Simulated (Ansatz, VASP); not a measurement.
One calculation of Pt, two programs

```xyz
1
Lattice="0.0000 1.9835 1.9835 1.9835 0.0000 1.9835 1.9835 1.9835 0.0000" Properties=species:S:1:pos:R:3 pbc="T T T"
Pt    0.0000    0.0000    0.0000
```

Alike in both runs: functional PBE; k mesh 8 × 8 × 8; occupations gaussian, width 0.1 eV; no spin polarisation.

Ansatz relaxed the structure, and its values are those at the end. VASP's run is a single point on that final structure, the one shown.

```csv
,VASP,Ansatz
version,VASP 6.6.1,Ansatz 0.2.0
potentials or method,"VASP PAW PBE potentials, release 64 (Pt), cutoff 500 eV","scalar-relativistic, plane waves, PAW"
valence electrons in the cell,10,18
```

VASP gave:

| Item | Value |
| --- | --- |
| gap on the k mesh at the Fermi level (eV) | none |
| pressure (GPa) | -0.6 |

Q: Estimate Ansatz's values.

A: gap on the k mesh at the Fermi level (eV): none; pressure (GPa): -0.1.

A gap of «none» marks a metal or a gap that the smearing closes. VASP's potentials hold 10 valence electrons a cell and Ansatz's 18, so a difference there can come from the potentials and not from the codes.

Spin-orbit coupling is off throughout.
